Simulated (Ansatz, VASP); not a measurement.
# MgO in VASP and in Ansatz

The input INCAR:

```
SYSTEM = MgO
ALGO = Normal ; EDIFF = 1E-6
ENCUT = 600 ; GGA = PS
GGA_COMPAT = .FALSE. ; ISIF = 2
ISMEAR = 1 ; LASPH = .TRUE.
LCHARG = .FALSE. ; LREAL = .FALSE.
LWAVE = .FALSE. ; NBANDS = 11
NELM = 120 ; PREC = Accurate
SIGMA = 0.2
```

File KPOINTS:

```
k-points
0
G
  6 6 6
  0 0 0
```

Contents of POSCAR:

```
MgO
1.0
    0.0000000000      2.2820056624      2.2820056624
    2.2820056624      0.0000000000      2.2820056624
    2.2820056624      2.2820056624      0.0000000000
Mg O
1 1
Direct
    0.0000000000      0.0000000000      0.0000000000
    0.2500000000      0.2500000000      0.2500000000
```

Input for Ansatz:

```yaml
crystal:
  lattice:
    - [0.0, 2.2820056624, 2.2820056624]
    - [2.2820056624, 0.0, 2.2820056624]
    - [2.2820056624, 2.2820056624, 0.0]
  atoms:
    - { symbol: Mg, position: [0.0, 0.0, 0.0] }
    - { symbol: O, position: [0.25, 0.25, 0.25] }
kpoints:
  mp_grid: { grid: [6, 6, 6] }
hamiltonian:
  xc: pbesol
scf:
  occupations: { method: methfessel_paxton, width: 0.2 }
  n_extra_bands: 4
output:
  forces: true
  stress: true
  eigenvalues: true
```

Alike in both runs: task single point; functional PBEsol; k mesh 6 × 6 × 6; occupations methfessel-paxton of order 1, width 0.2 eV; no spin polarisation.

```csv
,VASP,Ansatz
version,VASP 6.6.1,Ansatz 0.2.0
potentials or method,"VASP PAW PBE potentials, release 64 (Mg, O)",plane waves
plane-wave cutoff (eV),600,420
valence electrons in the cell,8,16
```

VASP gave:

- gap on the k mesh at the Fermi level (eV): 3.53
- pressure (GPa): 0.4

**Question.** Estimate Ansatz's values.

**Answer.** gap on the k mesh at the Fermi level (eV): 3.53; pressure (GPa): 0.9.

VASP's potentials were made for PBE, not for PBEsol. VASP's potentials hold 8 valence electrons a cell and Ansatz's 16, so a difference there can come from the potentials and not from the codes.
